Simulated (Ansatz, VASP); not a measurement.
**BAs in VASP and in Ansatz**

```
B As
1.0
     3.37206    0.00000    0.00000
    -1.68603    2.92029    0.00000
     0.00000    0.00000   23.80000
B As
1 1
Direct
  0.33333 0.66667 0.29412
  0.66667 0.33333 0.29412
```

Alike in both runs: functional PBE; dispersion D4; k mesh 12 × 12 × 1; occupations gaussian, width 0.03 eV; no spin polarisation.

Ansatz relaxed the structure, and its values are those at the end. VASP's run is a single point on that final structure, the one shown.

|  | VASP | Ansatz |
| --- | --- | --- |
| version | VASP 6.6.1 | Ansatz 0.2.0 |
| potentials or method | VASP PAW PBE potentials, release 64 (B, As), cutoff 420 eV | scalar-relativistic, plane waves, PAW |
| valence electrons in the cell | 8 | 18 |

Ansatz gave:

| Property | Result |
| --- | --- |
| gap on the k mesh at the Fermi level (eV) | 0.75 |
| least direct gap on the mesh (eV) | 0.75 |

Question: What did VASP give for the same quantities?

Answer: gap on the k mesh at the Fermi level (eV): 0.74; least direct gap on the mesh (eV): 0.74.

VASP's potentials hold 8 valence electrons a cell and Ansatz's 18, so a difference there can come from the potentials and not from the codes. Ansatz's warnings: slab cell height set, structure snapped to symmetry.
